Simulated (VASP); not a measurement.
# MnSe (Fm-3m) in VASP: notebook

Runs on MnSe. Level: LDA. Tasks: single point.

Program: VASP 6.6.1. These are calculated values, not measurements. Logs are shortened: lines on timing, memory, paths and dates and some standing lists are left out, and cuts for length are marked.

### 1 The cell of the first run

It takes space group Fm-3m (No. 225, cubic). The conventional cell has a = 5.440 Å, b = 5.440 Å, c = 5.440 Å, α = 90.00°, β = 90.00°, γ = 90.00°. Within 3.6 Å of Mn (site symmetry m-3m) lie 6 Se at 2.72 Å. Se (site symmetry m-3m) has 6 Mn at 2.72 Å within 3.6 Å.

### 2 Single point, LDA, collinear spin

File INCAR:

```
SYSTEM = MnSe
PREC = Accurate
ENCUT = 500
EDIFF = 1E-6
ISMEAR = -1
SIGMA = 0.3
LREAL = .False.
LASPH = .True.
NELM = 200
ALGO = Normal
ISIF = 2
LWAVE = .False.
LCHARG = .False.
ISPIN = 2
MAGMOM = 1.79 -0.09
LORBIT = 11
NUPDOWN = 1.6
LMAXMIX = 4
GGA = CA
NBANDS = 20
GGA_COMPAT = .False.
```

File KPOINTS:

```
Automatic mesh
0
Gamma
  9 9 9
  0 0 0
```

File POSCAR:

```
MnSe
1.0
    0.0000000000      2.7200000000      2.7200000000
    2.7200000000      0.0000000000      2.7200000000
    2.7200000000      2.7200000000      0.0000000000
Mn Se
1 1
Direct
    0.0000000000      0.0000000000      0.0000000000
    0.5000000000      0.5000000000      0.5000000000
```

Potentials or basis: VASP PAW LDA potentials, release 64 (Mn_pv, Se).

Command:

```sh
$ cat potpaw_LDA.64/Mn_pv/POTCAR potpaw_LDA.64/Se/POTCAR > POTCAR
$ mpirun -np 1 vasp_std > vasp.out
```

OUTCAR:

```text
SYSTEM = MnSe
   PREC = Accurate
   ENCUT = 500
   EDIFF = 1E-6
   ISMEAR = -1
   LREAL = .False.
   LASPH = .True.
   NELM = 200
   ISIF = 2
   ISPIN = 2
   LORBIT = 11
   NUPDOWN = 1.6
   GGA = CA

 ion  position               nearest neighbor table
   1  0.000  0.000  0.000-   2 2.72   2 2.72   2 2.72   2 2.72   2 2.72   2 2.72
   2  0.500  0.500  0.500-   1 2.72   1 2.72   1 2.72   1 2.72   1 2.72   1 2.72

  LATTYP: Found a face centered cubic cell.
 ALAT       =     5.4400000000

  Lattice vectors:

 A1 = (   0.0000000000,   2.7200000000,   2.7200000000)
 A2 = (   2.7200000000,   0.0000000000,   2.7200000000)
 A3 = (   2.7200000000,   2.7200000000,   0.0000000000)

Analysis of symmetry for initial positions (statically):
=====================================================================
 Subroutine PRICEL returns:
 Original cell was already a primitive cell.

 Routine SETGRP: Setting up the symmetry group for a
 face centered cubic supercell.

 Subroutine GETGRP returns: Found 48 space group operations
 (whereof 48 operations were pure point group operations)
 out of a pool of 48 trial point group operations.

The static configuration has the point symmetry O_h .

Analysis of symmetry for dynamics (positions and initial velocities):
=====================================================================
 Subroutine PRICEL returns:
 Original cell was already a primitive cell.

 Routine SETGRP: Setting up the symmetry group for a
 face centered cubic supercell.

 Subroutine GETGRP returns: Found 48 space group operations
 (whereof 48 operations were pure point group operations)
 out of a pool of 48 trial point group operations.

The dynamic configuration has the point symmetry O_h .

Analysis of structural, dynamic, and magnetic symmetry:
=====================================================================
 Subroutine PRICEL returns:
 Original cell was already a primitive cell.

 Routine SETGRP: Setting up the symmetry group for a
 face centered cubic supercell.

 Subroutine GETGRP returns: Found 48 space group operations
 (whereof 48 operations were pure point group operations)
 out of a pool of 48 trial point group operations.

The overall configuration has the point symmetry O_h .

 Subroutine INISYM returns: Found 48 space group operations
 (whereof 48 operations are pure point group operations),
 and found     1 'primitive' translations

----------------------------------------------------------------------------------------

                                     Primitive cell

  volume of cell :      40.2473

  direct lattice vectors                    reciprocal lattice vectors
     0.000000000  2.720000000  2.720000000    -0.183823529  0.183823529  0.183823529
     2.720000000  0.000000000  2.720000000     0.183823529 -0.183823529  0.183823529
     2.720000000  2.720000000  0.000000000     0.183823529  0.183823529 -0.183823529

  length of vectors
     3.846660890  3.846660890  3.846660890     0.318391693  0.318391693  0.318391693

  position of ions in fractional coordinates (direct lattice)
     0.000000000  0.000000000  0.000000000
     0.500000000  0.500000000  0.500000000

  ion indices of the primitive-cell ions
   primitive index   ion index
                 1           1
                 2           2

----------------------------------------------------------------------------------------

 KPOINTS: Automatic mesh

Automatic generation of k-mesh.
 Grid dimensions read from file:
 generate k-points for:    9    9    9

 Generating k-lattice:

  Cartesian coordinates                     Fractional coordinates (reciprocal lattice)
    -0.020424837  0.020424837  0.020424837     0.111111111  0.000000000  0.000000000
     0.020424837 -0.020424837  0.020424837     0.000000000  0.111111111  0.000000000
     0.020424837  0.020424837 -0.020424837     0.000000000  0.000000000  0.111111111

  Length of vectors
     0.035376855  0.035376855  0.035376855

  Shift w.r.t. Gamma in fractional coordinates (k-lattice)
     0.000000000  0.000000000  0.000000000

 Subroutine IBZKPT returns following result:
 ===========================================

 Found     35 irreducible k-points:

 Following reciprocal coordinates:
            Coordinates               Weight
  0.000000  0.000000  0.000000      1.000000
  0.111111  0.000000  0.000000      8.000000
  0.222222  0.000000  0.000000      8.000000
  0.333333  0.000000  0.000000      8.000000
  0.444444  0.000000  0.000000      8.000000
  0.111111  0.111111  0.000000      6.000000
[... 16 lines left out ...]
 -0.333333  0.333333  0.000000     12.000000
  0.444444  0.444444  0.000000      6.000000
 [... further k-points ...]
   k-points           NKPTS =     35   k-points in BZ     NKDIM =     35   number of bands    NBANDS=     20
   number of dos      NEDOS =    301   number of ions     NIONS =      2
   total plane-waves  NPLWV =  21952
   dimension x,y,z NGX =    28 NGY =   28 NGZ =   28
   dimension x,y,z NGXF=    56 NGYF=   56 NGZF=   56
   ions per type =               1   1
   NGX,Y,Z   is equivalent  to a cutoff of  12.10, 12.10, 12.10 a.u.
   NGXF,Y,Z  is equivalent  to a cutoff of  24.20, 24.20, 24.20 a.u.
 SYSTEM =  MnSe
   PREC   = accura    normal or accurate (medium, high low for compatibility)
   ISTART =      0    job   : 0-new  1-cont  2-samecut
   ICHARG =      2    charge: 1-file 2-atom 10-const
   ISPIN  =      2    spin polarized calculation?
   LNONCOLLINEAR =      F non collinear calculations
   LSORBIT =      F    spin-orbit coupling
   LASPH  =      T    aspherical Exc in radial PAW
   ENCUT  =  500.0 eV  36.75 Ry    6.06 a.u.   7.01  7.01  7.01*2*pi/ulx,y,z
   NELM   =    200;   NELMIN=  2; NELMDL= -5     # of ELM steps
   EDIFF  = 0.1E-05   stopping-criterion for ELM
   LREAL  =      F    real-space projection
   EDIFFG = 0.1E-04   stopping-criterion for IOM
   NSW    =      0    number of steps for IOM
   IBRION =     -1    ionic relax: 0-MD 1-quasi-New 2-CG
   NFREE  =      0    steps in history (QN), initial steepest desc. (CG)
   ISIF   =      2    stress and relaxation
   ISYM   =      2    0-nonsym 1-usesym 2-fastsym
   POTIM  = 0.5000    time-step for ionic-motion
   TEBEG  =    0.0;   TEEND  =   0.0 temperature during run
   PSTRESS=    0.0 pullay stress
   NELECT =      19.0000    total number of electrons
   NUPDOWN=       1.6000    fix difference up-down
   EMIN   =  10.00;   EMAX   =-10.00  energy-range for DOS
   EFERMI =   0.00;   METHOD = LEGACY
   ISMEAR =    -1;   SIGMA  =   0.30  broadening in eV -4-tet -1-fermi 0-gaus
   EFERMI_NEDOS =   21; number of points for ismear=-14 and -15
   IALGO  =     38    algorithm
   IMIX   =      4    mixing-type and parameters
     AMIX     =   0.40;   BMIX     =  1.00
     AMIX_MAG =   1.60;   BMIX_MAG =  1.00
  volume/ion in A,a.u.               =      20.12       135.80
  Fermi-wavevector in a.u.,A,eV,Ry     =   1.274717  2.408866 22.108155  1.624904
  Thomas-Fermi vector in A             =   2.407469
   LORBIT       =     11    0 simple, 1 ext, 2 COOP (PROOUT), +10 PAW based schemes
   GGA     = CA    functional components
   LHFCALC =     F    Hartree Fock is set to
   AEXX    =    0.0000 exact exchange contribution
   IVDW    =     0    specifies the selected vdW correction
   LEPSILON=     F    determine dielectric tensor
   LRPA    =     F    only Hartree local field effects (RPA)
 spin polarized calculation
  energy-cutoff  :      500.00
  volume of cell :       40.25
 maximum number of plane-waves:      1032
   NGX = 13   NGY = 13   NGZ = 13

 number of electron      19.0000002 magnetization       1.6002332

 Free energy of the ion-electron system (eV)
  ---------------------------------------------------
  ext. energy  EPLUGINS =         0.00000000
  ---------------------------------------------------
  free energy    TOTEN  =       -13.51940649 eV

  energy without entropy =      -12.25391558  energy(sigma->0) =      -12.88666103

 E-fermi :   5.3379     XC(G=0): -10.6988

 val. band max:        5.3365997053   @ k =  -0.3333   0.1111   0.0000
 cond. band min:       4.7915472381   @ k =  -0.3333   0.2222   0.0000
 fundamental gap:     -0.5450524672
 Fermi energy:         4.7430486497

 spin component 1

 k-point     1 :       0.0000    0.0000    0.0000
  band No.  band energies     occupation
      1     -43.0681      1.00000
      2     -43.0681      1.00000
      3     -43.0681      1.00000
      4      -9.1787      1.00000
      5       3.6002      0.97832
      6       3.6002      0.97832
[... 12 lines left out ...]
     19      16.4834      0.00000
     20      16.4834      0.00000
[... 507 lines left out ...]
 k-point    24 :       0.4444    0.4444    0.0000
  band No.  band energies     occupation
      1     -43.0728      1.00000
      2     -43.0701      1.00000
      3     -43.0701      1.00000
      4      -7.9890      1.00000
      5      -0.0920      1.00000
      6       2.2681      0.99974
[... 12 lines left out ...]
     19      20.7683      0.00000
     20      20.7683      0.00000

 [... further k-points ...]

 spin component 2

 k-point     1 :       0.0000    0.0000    0.0000
  band No.  band energies     occupation
      1     -41.5212      1.00000
      2     -41.5212      1.00000
      3     -41.5212      1.00000
      4      -9.1923      1.00000
      5       3.8646      0.99269
      6       3.8646      0.99269
[... 12 lines left out ...]
     19      16.8779      0.00000
     20      16.8779      0.00000
[... 507 lines left out ...]
 k-point    24 :       0.4444    0.4444    0.0000
  band No.  band energies     occupation
      1     -41.5265      1.00000
      2     -41.5236      1.00000
      3     -41.5236      1.00000
      4      -8.0238      1.00000
      5      -0.0326      1.00000
      6       2.2943      0.99996
[... 12 lines left out ...]
     19      20.7839      0.00000
     20      20.7839      0.00000

 [... further k-points ...]

------------------------ aborting loop because EDIFF is reached ----------------------------------------

  FORCE on cell =-STRESS in cart. coord.  units (eV):
  Direction    XX          YY          ZZ          XY          YZ          ZX
  --------------------------------------------------------------------------------------
  -------------------------------------------------------------------------------------
  Total       -4.9006364     -4.9006364     -4.9006364     -0.0000000     -0.0000000      0.0000000
  in kB     -195.0861139   -195.0861139   -195.0861139     -0.0000000     -0.0000000      0.0000000
  external PRESSURE =    -195.0861139 kB  Pullay stress =       0.0000000 kB

 VOLUME and BASIS-vectors are now :
 -----------------------------------------------------------------------------
  energy-cutoff  :      500.00
  volume of cell :       40.25
      direct lattice vectors                 reciprocal lattice vectors
     0.000000000  2.720000000  2.720000000    -0.183823529  0.183823529  0.183823529
     2.720000000  0.000000000  2.720000000     0.183823529 -0.183823529  0.183823529
     2.720000000  2.720000000  0.000000000     0.183823529  0.183823529 -0.183823529

 POSITION                                       TOTAL-FORCE (eV/Angst)
 -----------------------------------------------------------------------------------
      0.00000      0.00000      0.00000         0.000000      0.000000      0.000000
      2.72000      2.72000      2.72000         0.000000     -0.000000     -0.000000
 -----------------------------------------------------------------------------------
    total drift:                               -0.000000      0.000000      0.000000

  FREE ENERGIE OF THE ION-ELECTRON SYSTEM (eV)
  ---------------------------------------------------
  free  energy   TOTEN  =       -13.5194064909 eV

  energy  without entropy=      -12.2539155752  energy(sigma->0) =      -12.88666103

 total charge

# of ion       s       p       d       tot
------------------------------------------
    1        0.213   6.123   5.101  11.437
    2        1.455   2.274   0.043   3.772
--------------------------------------------------
tot          1.668   8.396   5.144  15.208

 magnetization (x)

# of ion       s       p       d       tot
------------------------------------------
    1        0.016   0.005   1.589   1.609
    2        0.002  -0.072   0.001  -0.069
--------------------------------------------------
tot          0.018  -0.068   1.590   1.540
```

Wall time 78 s (1 thread of Intel Xeon 8259CL, shared host); peak memory 0.17 GiB.

Results:

| Property | Result |
| --- | --- |
| Free energy | -13.5194 eV |
| Pressure | -19.5 GPa |
| Net moment | 1.60 μB per cell |
| Site moments | Mn +1.61; Se -0.07 μB |
| Valence electrons inside the program's atomic spheres | Mn 11.44; Se 3.77 |

Caveat: the cell stands under tension; so wide a smearing shifts energies and pressures; the total moment is fixed, so each spin has its own Fermi level and the state may be an excited one; a cell with one magnetic atom can't hold antiferromagnetic order, which such compounds often take.

(Continued in part 2 of 3.)
